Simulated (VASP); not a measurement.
# LiCl in VASP: notebook

The runs below take LiCl through single point, with PBE, r2SCAN, HSE06.

All numbers are computed with VASP 6.6.1; they aren't measurements. Logs are shortened: lines on timing, memory, paths and dates and some standing lists are left out, and cuts for length are marked.

### 1 The cell of the first run

Symmetry: I4/mmm, No. 139, tetragonal system. The conventional cell has a = 3.510 Å, b = 3.510 Å, c = 5.227 Å, α = 90.00°, β = 90.00°, γ = 90.00°. Within 3.3 Å of Li (site symmetry 4/mmm) lie 6 Cl at 2.48 to 2.61 Å. Cl (site symmetry 4/mmm) has 6 Li at 2.48 to 2.61 Å within 3.3 Å.

### 2 Single point, PBE (epitaxial xy strain -2.9%)

The input, INCAR:

```
SYSTEM = LiCl
PREC     = Accurate       ! precision mode
ENCUT    = 520            ! plane-wave cutoff, eV
EDIFF    = 1E-6           ! SCF threshold, eV
ISMEAR   = -1             ! smearing method
SIGMA    = 0.02           ! smearing width, eV
LREAL    = .FALSE.        ! projectors in reciprocal space
LASPH    = .TRUE.         ! aspherical terms in the spheres
NELM     = 80             ! most SCF steps
ALGO     = Normal         ! electronic algorithm
ISIF     = 2              ! what is computed and relaxed
LWAVE    = .FALSE.        ! write WAVECAR
LCHARG   = .FALSE.        ! write CHGCAR
GGA      = PE             ! functional
NBANDS   = 12             ! bands
```

The input, KPOINTS:

```
Automatic mesh
0
G
  8 8 8
  0 0 0
```

The input, POSCAR:

```
LiCl
1.0
    0.0000000000      2.4819004753      2.6134800496
    2.4819004753      0.0000000000      2.6134800496
    2.4819004753      2.4819004753      0.0000000000
Li Cl
1 1
Direct
    0.0000000000      0.0000000000      0.0000000000
    0.5000000000      0.5000000000      0.5000000000
```

Potentials or basis: VASP PAW PBE potentials, release 64 (Li_sv, Cl).

Command:

```bash
cat potpaw_PBE.64/Li_sv/POTCAR potpaw_PBE.64/Cl/POTCAR > POTCAR
mpirun -np 1 vasp_std > vasp.out
```

OUTCAR:

```text
SYSTEM = LiCl
   PREC = Accurate
   ENCUT = 520
   EDIFF = 1E-6
   ISMEAR = -1
   LREAL = .FALSE.
   LASPH = .TRUE.
   NELM = 80
   ISIF = 2
   GGA = PE

 ion  position               nearest neighbor table
   1  0.000  0.000  0.000-   2 2.48   2 2.48   2 2.48   2 2.48   2 2.61   2 2.61
   2  0.500  0.500  0.500-   1 2.48   1 2.48   1 2.48   1 2.48   1 2.61   1 2.61

  LATTYP: Found a body centered tetragonal cell.
 ALAT       =     3.5099373126
 C/A-ratio  =     1.4891890178

  Lattice vectors:

 A1 = (  -2.4819004753,   0.0000000000,   2.6134800496)
 A2 = (   2.4819004753,   0.0000000000,   2.6134800496)
 A3 = (   0.0000000000,   2.4819004753,  -2.6134800496)

Analysis of symmetry for initial positions (statically):
=====================================================================
 Subroutine PRICEL returns:
 Original cell was already a primitive cell.

 Routine SETGRP: Setting up the symmetry group for a
 body centered tetragonal supercell.

 Subroutine GETGRP returns: Found 16 space group operations
 (whereof 16 operations were pure point group operations)
 out of a pool of 16 trial point group operations.

The static configuration has the point symmetry D_4h.

Analysis of symmetry for dynamics (positions and initial velocities):
=====================================================================
 Subroutine PRICEL returns:
 Original cell was already a primitive cell.

 Routine SETGRP: Setting up the symmetry group for a
 body centered tetragonal supercell.

 Subroutine GETGRP returns: Found 16 space group operations
 (whereof 16 operations were pure point group operations)
 out of a pool of 16 trial point group operations.

The dynamic configuration has the point symmetry D_4h.

 Subroutine INISYM returns: Found 16 space group operations
 (whereof 16 operations are pure point group operations),
 and found     1 'primitive' translations

----------------------------------------------------------------------------------------

                                     Primitive cell

  volume of cell :      32.1972

  direct lattice vectors                    reciprocal lattice vectors
     0.000000000  2.481900475  2.613480050    -0.201458521  0.201458521  0.191315790
     2.481900475  0.000000000  2.613480050     0.201458521 -0.201458521  0.191315790
     2.481900475  2.481900475  0.000000000     0.201458521  0.201458521 -0.191315790

  length of vectors
     3.604179232  3.604179232  3.509937313     0.343180424  0.343180424  0.343180424

  position of ions in fractional coordinates (direct lattice)
     0.000000000  0.000000000  0.000000000
     0.500000000  0.500000000  0.500000000

  ion indices of the primitive-cell ions
   primitive index   ion index
                 1           1
                 2           2

----------------------------------------------------------------------------------------

 KPOINTS: Automatic mesh

Automatic generation of k-mesh.
 Grid dimensions read from file:
 generate k-points for:    8    8    8

 Generating k-lattice:

  Cartesian coordinates                     Fractional coordinates (reciprocal lattice)
    -0.025182315  0.025182315  0.023914474     0.125000000  0.000000000  0.000000000
     0.025182315 -0.025182315  0.023914474     0.000000000  0.125000000  0.000000000
     0.025182315  0.025182315 -0.023914474     0.000000000  0.000000000  0.125000000

  Length of vectors
     0.042897553  0.042897553  0.042897553

  Shift w.r.t. Gamma in fractional coordinates (k-lattice)
     0.000000000  0.000000000  0.000000000

 Subroutine IBZKPT returns following result:
 ===========================================

 Found     59 irreducible k-points:

 Following reciprocal coordinates:
            Coordinates               Weight
  0.000000  0.000000  0.000000      1.000000
  0.125000  0.000000  0.000000      8.000000
  0.250000  0.000000  0.000000      8.000000
  0.375000  0.000000  0.000000      8.000000
  0.500000  0.000000  0.000000      4.000000
  0.125000  0.125000  0.000000      2.000000
[... 16 lines left out ...]
  0.250000  0.000000  0.125000     16.000000
  0.375000  0.000000  0.125000     16.000000
 [... further k-points ...]
   k-points           NKPTS =     59   k-points in BZ     NKDIM =     59   number of bands    NBANDS=     12
   number of dos      NEDOS =    301   number of ions     NIONS =      2
   total plane-waves  NPLWV =  21952
   dimension x,y,z NGX =    28 NGY =   28 NGZ =   28
   dimension x,y,z NGXF=    56 NGYF=   56 NGZF=   56
   ions per type =               1   1
   NGX,Y,Z   is equivalent  to a cutoff of  12.92, 12.92, 13.26 a.u.
   NGXF,Y,Z  is equivalent  to a cutoff of  25.83, 25.83, 26.52 a.u.
 SYSTEM =  LiCl
   PREC   = accura    normal or accurate (medium, high low for compatibility)
   ISTART =      0    job   : 0-new  1-cont  2-samecut
   ICHARG =      2    charge: 1-file 2-atom 10-const
   ISPIN  =      1    spin polarized calculation?
   LNONCOLLINEAR =      F non collinear calculations
   LSORBIT =      F    spin-orbit coupling
   LASPH  =      T    aspherical Exc in radial PAW
   ENCUT  =  520.0 eV  38.22 Ry    6.18 a.u.   6.70  6.70  6.53*2*pi/ulx,y,z
   NELM   =     80;   NELMIN=  2; NELMDL= -5     # of ELM steps
   EDIFF  = 0.1E-05   stopping-criterion for ELM
   LREAL  =      F    real-space projection
   EDIFFG = 0.1E-04   stopping-criterion for IOM
   NSW    =      0    number of steps for IOM
   IBRION =     -1    ionic relax: 0-MD 1-quasi-New 2-CG
   NFREE  =      0    steps in history (QN), initial steepest desc. (CG)
   ISIF   =      2    stress and relaxation
   ISYM   =      2    0-nonsym 1-usesym 2-fastsym
   POTIM  = 0.5000    time-step for ionic-motion
   TEBEG  =    0.0;   TEEND  =   0.0 temperature during run
   PSTRESS=    0.0 pullay stress
   NELECT =      10.0000    total number of electrons
   NUPDOWN=      -1.0000    fix difference up-down
   EMIN   =  10.00;   EMAX   =-10.00  energy-range for DOS
   EFERMI =   0.00;   METHOD = LEGACY
   ISMEAR =    -1;   SIGMA  =   0.02  broadening in eV -4-tet -1-fermi 0-gaus
   EFERMI_NEDOS =   21; number of points for ismear=-14 and -15
   IALGO  =     38    algorithm
   IMIX   =      4    mixing-type and parameters
     AMIX     =   0.40;   BMIX     =  1.00
     AMIX_MAG =   1.60;   BMIX_MAG =  1.00
  volume/ion in A,a.u.               =      16.10       108.64
  Fermi-wavevector in a.u.,A,eV,Ry     =   1.108670  2.095082 16.723582  1.229149
  Thomas-Fermi vector in A             =   2.245200
   LORBIT       =      0    0 simple, 1 ext, 2 COOP (PROOUT), +10 PAW based schemes
   GGA     = PE    functional components
[... 5 lines left out ...]
 non-spin polarized calculation
  energy-cutoff  :      520.00
  volume of cell :       32.20
 maximum number of plane-waves:       901
   NGX = 13   NGY = 13   NGZ = 13

 number of electron      10.0000000 magnetization

 number of electron       9.9999995 magnetization

 Free energy of the ion-electron system (eV)
  ---------------------------------------------------
  ext. energy  EPLUGINS =         0.00000000
  ---------------------------------------------------
  free energy    TOTEN  =        -7.36647373 eV

  energy without entropy =       -7.36647373  energy(sigma->0) =       -7.36647373

 E-fermi :   1.5238     XC(G=0):  -8.9309

 val. band max:        1.0155358376   @ k =   0.0000   0.0000   0.0000
 cond. band min:       7.5545761904   @ k =   0.0000   0.0000   0.0000
 fundamental gap:      6.5390403529
 Fermi energy:         1.5238040027

 k-point     1 :       0.0000    0.0000    0.0000
  band No.  band energies     occupation
      1     -42.4981      2.00000
      2     -12.6307      2.00000
      3       0.8916      2.00000
      4       0.8916      2.00000
      5       1.0155      2.00000
      6       7.5546      0.00000
      7      12.6202      0.00000
      8      13.0886      0.00000
      9      13.0886      0.00000
     10      15.0821      0.00000
     11      15.2743      0.00000
     12      16.1060      0.00000

 k-point     2 :       0.1250    0.0000    0.0000
  band No.  band energies     occupation
      1     -42.4975      2.00000
      2     -12.5476      2.00000
      3       0.3670      2.00000
      4       0.8658      2.00000
      5       0.9191      2.00000
      6       8.0158      0.00000
      7      12.1427      0.00000
      8      12.5933      0.00000
      9      13.1101      0.00000
     10      14.0160      0.00000
     11      14.3433      0.00000
     12      16.2011      0.00000

 k-point     3 :       0.2500    0.0000    0.0000
  band No.  band energies     occupation
      1     -42.4962      2.00000
      2     -12.3348      2.00000
      3      -0.7495      2.00000
      4       0.7715      2.00000
      5       0.8077      2.00000
      6       8.3374      0.00000
      7      11.4231      0.00000
      8      11.9741      0.00000
      9      12.1525      0.00000
     10      15.0131      0.00000
     11      15.0304      0.00000
     12      16.8305      0.00000
[... 286 lines left out ...]
 k-point    23 :       0.2500    0.0000    0.1250
  band No.  band energies     occupation
      1     -42.4962      2.00000
      2     -12.3397      2.00000
      3      -0.4594      2.00000
      4       0.5303      2.00000
      5       0.6746      2.00000
      6       8.9434      0.00000
      7      11.2481      0.00000
      8      11.4639      0.00000
      9      12.5319      0.00000
     10      13.7574      0.00000
     11      15.9732      0.00000
     12      17.5114      0.00000

 k-point    24 :       0.3750    0.0000    0.1250
  band No.  band energies     occupation
      1     -42.4950      2.00000
      2     -12.1062      2.00000
      3      -1.4234      2.00000
      4       0.4412      2.00000
      5       0.4731      2.00000
      6       8.7143      0.00000
      7      10.6401      0.00000
      8      11.5573      0.00000
      9      12.2379      0.00000
     10      15.3090      0.00000
     11      17.5423      0.00000
     12      18.4170      0.00000

 [... further k-points ...]

------------------------ aborting loop because EDIFF is reached ----------------------------------------

  FORCE on cell =-STRESS in cart. coord.  units (eV):
  Direction    XX          YY          ZZ          XY          YZ          ZX
  --------------------------------------------------------------------------------------
  -------------------------------------------------------------------------------------
  Total        0.5889225      0.5889225      0.1558956      0.0000000     -0.0000000     -0.0000000
  in kB       29.3056147     29.3056147      7.7575828      0.0000000     -0.0000000     -0.0000000
  external PRESSURE =      22.1229374 kB  Pullay stress =       0.0000000 kB

 VOLUME and BASIS-vectors are now :
 -----------------------------------------------------------------------------
  energy-cutoff  :      520.00
  volume of cell :       32.20
      direct lattice vectors                 reciprocal lattice vectors
     0.000000000  2.481900475  2.613480050    -0.201458521  0.201458521  0.191315790
     2.481900475  0.000000000  2.613480050     0.201458521 -0.201458521  0.191315790
     2.481900475  2.481900475  0.000000000     0.201458521  0.201458521 -0.191315790

 POSITION                                       TOTAL-FORCE (eV/Angst)
 -----------------------------------------------------------------------------------
      0.00000      0.00000      0.00000        -0.000000      0.000000      0.000000
      2.48190      2.48190      2.61348         0.000000     -0.000000      0.000000
 -----------------------------------------------------------------------------------
    total drift:                                0.000000      0.000000      0.000000

  FREE ENERGIE OF THE ION-ELECTRON SYSTEM (eV)
  ---------------------------------------------------
  free  energy   TOTEN  =        -7.3664737287 eV

  energy  without entropy=       -7.3664737287  energy(sigma->0) =       -7.36647373
```

It took 8.6 s on 1 thread of Intel Xeon 6975P-C (Granite Rapids), shared host; peak memory 0.15 GiB.

What came out:

```
Free energy            : -7.3665 eV
Band gap on the k mesh : 6.54 eV
```

Caveat: the cell differs from its parent crystal (epitaxial xy strain -2.9%); the cutoff is under 1.25 times the usual one of these potentials, so pressure, stress and relaxed cells hold a basis-set (Pulay) error.

### 3 Single point, r2SCAN (epitaxial xy strain -2.9%)

POSCAR is that of step 2.

The input, INCAR.step1:

```
SYSTEM = LiCl
ALGO = Normal ; EDIFF = 1E-4
ENCUT = 520 ; GGA = PE
ISMEAR = 0 ; LASPH = .True.
LCHARG = .False. ; LREAL = .False.
LWAVE = .True. ; NBANDS = 12
NELM = 60 ; PREC = Accurate
SIGMA = 0.01
```

The input, INCAR.step2:

```
SYSTEM = LiCl
ALGO = Normal ; EDIFF = 1E-6
ENCUT = 520 ; ISIF = 2
ISMEAR = 0 ; ISTART = 1
LASPH = .True. ; LCHARG = .False.
LMIXTAU = .True. ; LREAL = .False.
LWAVE = .False. ; METAGGA = R2SCAN
NBANDS = 12 ; NELM = 60
PREC = Accurate ; SIGMA = 0.01
```

The input, KPOINTS:

```
k-points
0
Gamma
  8 8 8
  0 0 0
```

Potentials or basis: VASP PAW PBE potentials, release 64 (Li_sv, Cl).

Command:

```bash
cat potpaw_PBE.64/Li_sv/POTCAR potpaw_PBE.64/Cl/POTCAR > POTCAR
cp INCAR.step1 INCAR
mpirun -np 1 vasp_std > vasp.out
cp INCAR.step2 INCAR
mpirun -np 1 vasp_std > vasp.out
```

It took 44 s on 1 thread of Intel Xeon 6975P-C (Granite Rapids), shared host; peak memory 0.16 GiB.

It converged, with:

```yaml
Free_energy: -12.5779 eV
Band_gap_on_the_k_mesh: 7.50 eV (least direct gap 7.53 eV)
```

Levels at points of the mesh, in eV from the valence-band top:
| k point | band 2 | band 3 | band 4 | band 5 | band 6 | band 7 | band 8 | band 9 |
| --- | --- | --- | --- | --- | --- | --- | --- | --- |
| (0.00, 0.00, 0.00) | -14.24 | -0.12 | -0.12 | 0.00 | 7.53 | 12.33 | 12.79 | 12.79 |
| (0.50, 0.00, 0.00) | -13.59 | -3.11 | -0.45 | -0.30 | 7.50 | 10.07 | 10.48 | 14.64 |
| (0.50, 0.50, 0.00) | -13.38 | -3.24 | -1.17 | -1.17 | 8.95 | 8.95 | 13.43 | 16.04 |
| (0.50, 0.00, 0.50) | -13.27 | -3.24 | -1.54 | -1.17 | 8.71 | 8.79 | 14.20 | 15.04 |

Caveat: the cell differs from its parent crystal (epitaxial xy strain -2.9%); the cutoff is under 1.25 times the usual one of these potentials, so pressure, stress and relaxed cells hold a basis-set (Pulay) error; the PAW data sets were made with another functional, which shifts forces and pressure a little. A k mesh can miss the band edges.

(Part 1 of 2 ends here.)
